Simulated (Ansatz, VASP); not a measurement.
# MoS2 in VASP and in Ansatz

INCAR

```
PREC     = Accurate       # precision mode
ENCUT    = 600            # plane-wave cutoff, eV
EDIFF    = 1E-7           # SCF threshold, eV
ISMEAR   = 0              # smearing method
SIGMA    = 0.02           # smearing width, eV
LREAL    = False          # projectors in reciprocal space
LASPH    = True           # aspherical terms in the spheres
NELM     = 60             # most SCF steps
ALGO     = Normal         # electronic algorithm
ISIF     = 3              # what is computed and relaxed
LWAVE    = False          # write WAVECAR
LCHARG   = False          # write CHGCAR
GGA      = PE             # functional
IBRION   = 2              # ionic algorithm
NSW      = 100            # ionic steps
EDIFFG   = -0.005         # ionic threshold
```

Contents of KPOINTS:

```
regular mesh
0
Gamma
  12 12 2
```

Contents of POSCAR:

```
MoS2
1.0
    3.1850687667      0.0000000029      0.0000000000
   -1.5925343858      2.7583504633      0.0000000000
    0.0000000000      0.0000000000     14.8079955286
Mo S
2 4
Direct
    0.6666666667      0.3333333333      0.2500000000
    0.3333333333      0.6666666667      0.7500000000
    0.6666666667      0.3333333333      0.6444803575
    0.3333333333      0.6666666667      0.3555196425
    0.6666666667      0.3333333333      0.8555196425
    0.3333333333      0.6666666667      0.1444803575
```

Input for Ansatz:

```yaml
crystal:
  lattice:
    - [3.1850687667, 2.9e-09, 0.0]
    - [-1.5925343858, 2.7583504633, 0.0]
    - [0.0, 0.0, 14.8079955286]
  atoms:
    - { symbol: Mo, position: [0.6666666667, 0.3333333333, 0.25] }
    - { symbol: Mo, position: [0.3333333333, 0.6666666667, 0.75] }
    - { symbol: S, position: [0.6666666667, 0.3333333333, 0.6444803575] }
    - { symbol: S, position: [0.3333333333, 0.6666666667, 0.3555196425] }
    - { symbol: S, position: [0.6666666667, 0.3333333333, 0.8555196425] }
    - { symbol: S, position: [0.3333333333, 0.6666666667, 0.1444803575] }
basis:
  ecutwfc: 420
kpoints:
  mp_grid: { grid: [12, 12, 2] }
hamiltonian:
  xc: pbe
scf:
  occupations: { method: gaussian, width: 0.02 }
output:
  forces: true
  stress: true
  eigenvalues: true
relax:
  adjacent_minimum: "off"
  f_tol: 0.005
  max_steps: 80
  cell: { stress_tol: 0.05 }
```

Alike in both runs: task relaxation of cell and atoms; functional PBE; k mesh 12 × 12 × 2; occupations gaussian, width 0.02 eV; no spin polarisation.

```csv
,VASP,Ansatz
version,VASP 6.6.1,Ansatz 0.2.0
potentials or method,"VASP PAW PBE potentials, release 64 (Mo_sv, S), cutoff 600 eV","scalar-relativistic, plane waves, PAW"
valence electrons in the cell,52,52
```

VASP gave:

| Quantity | Value |
| --- | --- |
| gap on the k mesh at the Fermi level, each at its own relaxed structure (eV) | 1.46 |
| relaxed volume (Å³/atom) | 21.67 |
| relaxed length of the cell vector where the two differ most in proportion (Å) | 14.804 |

Question: Which values does Ansatz return?

Answer: gap on the k mesh at the Fermi level, each at its own relaxed structure (eV): 1.45; relaxed volume (Å³/atom): 21.68; relaxed length of the cell vector where the two differ most in proportion (Å): 14.808.
